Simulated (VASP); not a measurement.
Write the native input for VASP 6.6.1 that does the following.

* Task: single point
* Functional: PBE
* Potentials or basis: VASP PAW PBE potentials, release 64 (Hf_pv, O)
* Cutoff: 520 eV
* k mesh: 8 × 8 × 8
* Occupations: fermi-dirac, width 0.02 eV
* Spin: no spin polarisation
* Dipole correction: no
* Further INCAR settings: ALGO = Normal; EDIFF = 1e-07; NBANDS = 18

The structure of HfO2 lies in POSCAR:

```
HfO2
1.0
    0.0000000000      2.5934235503      2.5291823194
    2.5934235503      0.0000000000      2.5291823194
    2.5934235503      2.5934235503      0.0000000000
Hf O
1 2
Direct
    0.0000000000      0.0000000000      0.0000000000
    0.2500000000      0.2500000000      0.2500000000
    0.7500000000      0.7500000000      0.7500000000
```

This cell differs from its parent crystal: biaxial xy strain +2.5%.

These files were run (other wordings do the same):

INCAR

```
SYSTEM = HfO2
PREC = Accurate ; ENCUT = 520
EDIFF = 1E-7 ; ISMEAR = -1
SIGMA = 0.02 ; LREAL = .False.
LASPH = .True. ; NELM = 80
ALGO = Normal ; ISIF = 2
LWAVE = .False. ; LCHARG = .False.
GGA = PE ; NBANDS = 18
```

KPOINTS

```
Automatic mesh
0
Gamma
  8 8 8
  0 0 0
```

Potentials or basis: VASP PAW PBE potentials, release 64 (Hf_pv, O).

Command:

```bash
$ cat potpaw_PBE.64/Hf_pv/POTCAR potpaw_PBE.64/O/POTCAR > POTCAR
$ mpirun -np 1 vasp_std > vasp.out
```

It gave:

* Pressure: -9.6 GPa
* Band gap on the k mesh: 3.47 eV, indirect (least direct gap 3.49 eV)

Caveat: the cell differs from its parent crystal (biaxial xy strain +2.5%); spin-orbit coupling is left out, which moves the levels of the heavy elements.

Wall time 33 s on 1 thread of Intel(R) Xeon(R) Platinum 8488C (Sapphire Rapids) (shared host), peak memory 0.18 GiB.
